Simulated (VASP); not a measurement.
# Pt (P6_3/mmc) in VASP: notebook, part 2 of 2

VASP 6.6.1.

**5. Single point, PBEsol (strain +0.000 along x and y, +0.080 along z)**

INCAR reads:

```
PREC = Accurate ; ENCUT = 520
EDIFF = 1E-7 ; ISMEAR = 0
SIGMA = 0.15 ; LREAL = F
LASPH = T ; NELM = 80
ALGO = Fast ; ISIF = 2
LWAVE = F ; LCHARG = T
GGA = PS ; LELF = T
LVHAR = T ; NBANDS = 17
```

KPOINTS reads:

```
Automatic mesh
0
Gamma
  18 18 10
```

POSCAR reads:

```
Pt
1.0
    2.7606656158      0.0000000000      0.0000000000
   -1.3803328079      2.3908065546      0.0000000000
    0.0000000000      0.0000000000      5.1755047200
Pt
2
Direct
    0.6666666667      0.3333333333      0.7500000000
    0.3333333333      0.6666666667      0.2500000000
```

Potentials or basis: VASP PAW PBE potentials, release 64 (Pt).

Launch:

```sh
$ cat potpaw_PBE.64/Pt/POTCAR > POTCAR
$ mpirun -np 1 vasp_std > vasp.out
```

OUTCAR:

```text
PREC = Accurate
   ENCUT = 520
   EDIFF = 1E-7
   ISMEAR = 0
   LREAL = F
   LASPH = T
   NELM = 80
   ISIF = 2
   GGA = PS

 ion  position               nearest neighbor table
   1  0.667  0.333  0.750-   2 3.04   2 3.04   2 3.04   2 3.04   2 3.04   2 3.04
   2  0.333  0.667  0.250-   1 3.04   1 3.04   1 3.04   1 3.04   1 3.04   1 3.04

  LATTYP: Found a hexagonal cell.
 ALAT       =     2.7606656158
 C/A-ratio  =     1.8747307499

  Lattice vectors:

 A1 = (   2.7606656158,   0.0000000000,   0.0000000000)
 A2 = (  -1.3803328079,   2.3908065546,   0.0000000000)
 A3 = (   0.0000000000,   0.0000000000,   5.1755047200)

Analysis of symmetry for initial positions (statically):
=====================================================================
 Subroutine PRICEL returns:
 Original cell was already a primitive cell.

 Routine SETGRP: Setting up the symmetry group for a
 hexagonal supercell.

 Subroutine GETGRP returns: Found 24 space group operations
 (whereof 12 operations were pure point group operations)
 out of a pool of 24 trial point group operations.

The static configuration has the point symmetry D_3d.
 The point group associated with its full space group is D_6h.

Analysis of symmetry for dynamics (positions and initial velocities):
=====================================================================
 Subroutine PRICEL returns:
 Original cell was already a primitive cell.

 Routine SETGRP: Setting up the symmetry group for a
 hexagonal supercell.

 Subroutine GETGRP returns: Found 24 space group operations
 (whereof 12 operations were pure point group operations)
 out of a pool of 24 trial point group operations.

The dynamic configuration has the point symmetry D_3d.
 The point group associated with its full space group is D_6h.

 Subroutine INISYM returns: Found 24 space group operations
 (whereof 12 operations are pure point group operations),
 and found     1 'primitive' translations

----------------------------------------------------------------------------------------

                                     Primitive cell

  volume of cell :      34.1595

  direct lattice vectors                    reciprocal lattice vectors
     2.760665616  0.000000000  0.000000000     0.362231483  0.209134444  0.000000000
    -1.380332808  2.390806555  0.000000000     0.000000000  0.418268888  0.000000000
     0.000000000  0.000000000  5.175504720     0.000000000  0.000000000  0.193217870

  length of vectors
     2.760665616  2.760665616  5.175504720     0.418268888  0.418268888  0.193217870

  position of ions in fractional coordinates (direct lattice)
     0.666666667  0.333333333  0.750000000
     0.333333333  0.666666667  0.250000000

  ion indices of the primitive-cell ions
   primitive index   ion index
                 1           1
                 2           2

----------------------------------------------------------------------------------------

 KPOINTS: Automatic mesh

Automatic generation of k-mesh.
 Grid dimensions read from file:
 generate k-points for:   18   18   10

 Generating k-lattice:

  Cartesian coordinates                     Fractional coordinates (reciprocal lattice)
     0.020123971  0.011618580  0.000000000     0.055555556 -0.000000000  0.000000000
     0.000000000  0.023237160  0.000000000     0.000000000  0.055555556  0.000000000
     0.000000000  0.000000000  0.019321787     0.000000000  0.000000000  0.100000000

  Length of vectors
     0.023237160  0.023237160  0.019321787

  Shift w.r.t. Gamma in fractional coordinates (k-lattice)
     0.000000000  0.000000000  0.000000000

 Subroutine IBZKPT returns following result:
 ===========================================

 Found    222 irreducible k-points:

 Following reciprocal coordinates:
            Coordinates               Weight
  0.000000  0.000000  0.000000      1.000000
  0.055556 -0.000000  0.000000      6.000000
  0.111111 -0.000000  0.000000      6.000000
  0.166667  0.000000  0.000000      6.000000
  0.222222 -0.000000  0.000000      6.000000
  0.277778 -0.000000  0.000000      6.000000
[... 16 lines left out ...]
  0.333333  0.111111  0.000000     12.000000
  0.388889  0.111111  0.000000     12.000000
 [... further k-points ...]
   k-points           NKPTS =    222   k-points in BZ     NKDIM =    222   number of bands    NBANDS=     17
   number of dos      NEDOS =    301   number of ions     NIONS =      2
   total plane-waves  NPLWV =  23040
   dimension x,y,z NGX =    24 NGY =   24 NGZ =   40
   dimension x,y,z NGXF=    48 NGYF=   48 NGZF=   80
   ions per type =               2
   NGX,Y,Z   is equivalent  to a cutoff of  14.45, 14.45, 12.85 a.u.
   NGXF,Y,Z  is equivalent  to a cutoff of  28.91, 28.91, 25.70 a.u.
 SYSTEM =  unknown system
   PREC   = accura    normal or accurate (medium, high low for compatibility)
   ISTART =      0    job   : 0-new  1-cont  2-samecut
   ICHARG =      2    charge: 1-file 2-atom 10-const
   ISPIN  =      1    spin polarized calculation?
   LNONCOLLINEAR =      F non collinear calculations
   LSORBIT =      F    spin-orbit coupling
   LASPH  =      T    aspherical Exc in radial PAW
   ENCUT  =  520.0 eV  38.22 Ry    6.18 a.u.   5.13  5.13  9.62*2*pi/ulx,y,z
   NELM   =     80;   NELMIN=  2; NELMDL= -5     # of ELM steps
   EDIFF  = 0.1E-06   stopping-criterion for ELM
   LREAL  =      F    real-space projection
   EDIFFG = 0.1E-05   stopping-criterion for IOM
   NSW    =      0    number of steps for IOM
   IBRION =     -1    ionic relax: 0-MD 1-quasi-New 2-CG
   NFREE  =      0    steps in history (QN), initial steepest desc. (CG)
   ISIF   =      2    stress and relaxation
   ISYM   =      2    0-nonsym 1-usesym 2-fastsym
   POTIM  = 0.5000    time-step for ionic-motion
   TEBEG  =    0.0;   TEEND  =   0.0 temperature during run
   PSTRESS=    0.0 pullay stress
   NELECT =      20.0000    total number of electrons
   NUPDOWN=      -1.0000    fix difference up-down
   EMIN   =  10.00;   EMAX   =-10.00  energy-range for DOS
   EFERMI =   0.00;   METHOD = LEGACY
   ISMEAR =     0;   SIGMA  =   0.15  broadening in eV -4-tet -1-fermi 0-gaus
   EFERMI_NEDOS =   21; number of points for ismear=-14 and -15
   IALGO  =     68    algorithm
   IMIX   =      4    mixing-type and parameters
     AMIX     =   0.40;   BMIX     =  1.00
     AMIX_MAG =   1.60;   BMIX_MAG =  1.00
  volume/ion in A,a.u.               =      17.08       115.26
  Fermi-wavevector in a.u.,A,eV,Ry     =   1.369560  2.588094 25.520388  1.875696
  Thomas-Fermi vector in A             =   2.495425
   LORBIT       =      0    0 simple, 1 ext, 2 COOP (PROOUT), +10 PAW based schemes
   GGA     = PS    functional components
   LHFCALC =     F    Hartree Fock is set to
   AEXX    =    0.0000 exact exchange contribution
   IVDW    =     0    specifies the selected vdW correction
   LEPSILON=     F    determine dielectric tensor
   LRPA    =     F    only Hartree local field effects (RPA)
 non-spin polarized calculation
 RMM-DIIS sequential band-by-band and
 Gauss-broadening in eV      SIGMA  =   0.15
  energy-cutoff  :      520.00
  volume of cell :       34.16
 maximum number of plane-waves:       935
 NGX is ok and might be reduce to    24
   NGX = 11   NGY = 11   NGZ = 19

 number of electron      20.0000000 magnetization

 Free energy of the ion-electron system (eV)
  ---------------------------------------------------
  ext. energy  EPLUGINS =         0.00000000
  ---------------------------------------------------
  free energy    TOTEN  =       -13.45317162 eV

  energy without entropy =      -13.41530188  energy(sigma->0) =      -13.43423675

 E-fermi :   8.7962     XC(G=0): -12.8793

 val. band max:        8.7961302139   @ k =   0.4444   0.1111   0.1000
 cond. band min:       8.7973732476   @ k =   0.2778   0.1667   0.0000
 fundamental gap:      0.0012430338
 Fermi energy:         8.7961565643

 k-point     1 :       0.0000    0.0000    0.0000
  band No.  band energies     occupation
      1      -0.1416      2.00000
      2       2.1021      2.00000
      3       4.9061      2.00000
      4       5.7231      2.00000
      5       5.7231      2.00000
      6       5.9457      2.00000
[... 9 lines left out ...]
     16      26.0050      0.00000
     17      30.2291      0.00000
[... 441 lines left out ...]
 k-point    24 :       0.3889    0.1111    0.0000
  band No.  band energies     occupation
      1       3.2479      2.00000
      2       3.3451      2.00000
      3       3.9895      2.00000
      4       5.6760      2.00000
      5       5.9931      2.00000
      6       6.3704      2.00000
[... 9 lines left out ...]
     16      20.9690      0.00000
     17      21.8503      0.00000

 [... further k-points ...]
[... 5 lines left out ...]
  --------------------------------------------------------------------------------------
  -------------------------------------------------------------------------------------
  Total       -4.1624931     -4.1624931     -5.6770861      0.0000000     -0.0000000      0.0000000
  in kB     -195.2329688   -195.2329688   -266.2717619      0.0000000     -0.0000000      0.0000000
  external PRESSURE =    -218.9125665 kB  Pullay stress =       0.0000000 kB

 VOLUME and BASIS-vectors are now :
 -----------------------------------------------------------------------------
  energy-cutoff  :      520.00
  volume of cell :       34.16
      direct lattice vectors                 reciprocal lattice vectors
     2.760665616  0.000000000  0.000000000     0.362231483  0.209134444  0.000000000
    -1.380332808  2.390806555  0.000000000     0.000000000  0.418268888  0.000000000
     0.000000000  0.000000000  5.175504720     0.000000000  0.000000000  0.193217870

 POSITION                                       TOTAL-FORCE (eV/Angst)
 -----------------------------------------------------------------------------------
      1.38033      0.79694      3.88163         0.000000     -0.000000      0.000000
     -0.00000      1.59387      1.29388        -0.000000      0.000000      0.000000
 -----------------------------------------------------------------------------------
    total drift:                               -0.000000      0.000000     -0.000000

  FREE ENERGIE OF THE ION-ELECTRON SYSTEM (eV)
  ---------------------------------------------------
  free  energy   TOTEN  =       -13.4531716219 eV

  energy  without entropy=      -13.4153018803  energy(sigma->0) =      -13.43423675
```

It took 46 s on 1 thread of Intel Xeon 6975P-C (Granite Rapids), shared host; peak memory 0.24 GiB.

What came out:

| Quantity | Value |
| --- | --- |
| Free energy | -13.4532 eV |
| Pressure | -21.9 GPa |
| Band gap on the k mesh | zero (band 10 reaches 9.48 eV, above the bottom of band 11 at 8.21 eV) |

Caveat: the cell differs from its parent crystal (strain +0.000 along x and y, +0.080 along z); the PAW data sets were made with another functional, which shifts forces and pressure a little; spin-orbit coupling is left out, which moves the levels of the heavy elements.

**6. Overview**

| cell | gap on the mesh (eV) | pressure (GPa) |
| --- | --- | --- |
| a = 2.761, b = 2.761, c = 4.984 Å, angles 90.0, 90.0, 120.0°, 2 atoms | none | -17.7 |
| a = 2.871, b = 2.871, c = 4.600 Å, angles 90.0, 90.0, 120.0°, 2 atoms | none | -18.5 |
| a = 2.982, b = 2.982, c = 4.409 Å, angles 90.0, 90.0, 120.0°, 2 atoms | none | -21.7 |
| a = 2.761, b = 2.761, c = 5.176 Å, angles 90.0, 90.0, 120.0°, 2 atoms | none | -21.9 |

Alike in all rows: task single point; level PBEsol; potentials or basis VASP PAW PBE potentials, release 64 (Pt); no spin polarisation; k mesh 18 × 18 × 10; cutoff (eV) 520; smearing gaussian 0.15 eV.

Caveats: the PAW data sets were made with another functional, which shifts forces and pressure a little; spin-orbit coupling is left out, which moves the levels of the heavy elements.

Total energies depend on the potentials used, so only differences within one code and one set of settings carry meaning.
